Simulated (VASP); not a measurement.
SiO2: single point with PBEsol

The system is SiO2.

```
Si O
1.0
     4.19435    0.00000    0.00000
     0.00000    4.19435    0.00000
     0.00000    0.00000    2.67855
Si O
2 4
Direct
  0.00000 0.00000 0.00000
  0.50000 0.50000 0.50000
  0.30604 0.30604 0.00000
  0.69396 0.69396 0.00000
  0.19396 0.80604 0.50000
  0.80604 0.19396 0.50000
```

```json
{
  "Program": "VASP 6.6.1",
  "Task": "single point",
  "Functional": "PBEsol",
  "Potentials or basis": "VASP PAW PBE potentials, release 64 (Si, O)",
  "Cutoff": "520 eV",
  "k mesh": "6 × 6 × 9",
  "Occupations": "fermi-dirac, width 0.05 eV",
  "Spin": "no spin polarisation",
  "Dipole correction": "no",
  "Further INCAR settings": "ALGO = Normal; EDIFF = 1e-06; NBANDS = 25"
}
```

- Pressure: 0.7 GPa
- Largest force: 0.032 eV/Å
- Band gap on the k mesh: 5.36 eV, direct

Forces in eV/Å, atoms in the order of the input:
```
Si   0.000  0.000  0.000
Si   0.000  0.000  0.000
O   -0.023 -0.023  0.000
O    0.023  0.023  0.000
O    0.023 -0.023  0.000
O   -0.023  0.023  0.000
```

Stress tensor (GPa, compression positive):
```
0.40 0.00 0.00
0.00 0.40 0.00
0.00 0.00 1.28
```

Levels at points of the mesh, in eV from the valence-band top:
```csv
k point,band 13,band 14,band 15,band 16,band 17,band 18,band 19,band 20
"(0.00, 0.00, 0.00)",-2.52,-0.88,-0.88,0.00,5.36,6.47,8.24,8.24
"(0.50, 0.00, 0.00)",-2.69,-2.69,-1.07,-1.07,7.50,7.50,8.82,8.82
"(0.50, 0.50, 0.00)",-2.68,-2.68,-2.27,-2.27,7.19,7.19,9.81,9.81
```

Wall time 22 s on 1 thread of Intel(R) Xeon(R) Platinum 8488C (Sapphire Rapids) (shared host), peak memory 0.17 GiB.

Caveat: the PAW data sets were made with another functional, which shifts forces and pressure a little. A k mesh can miss the band edges.
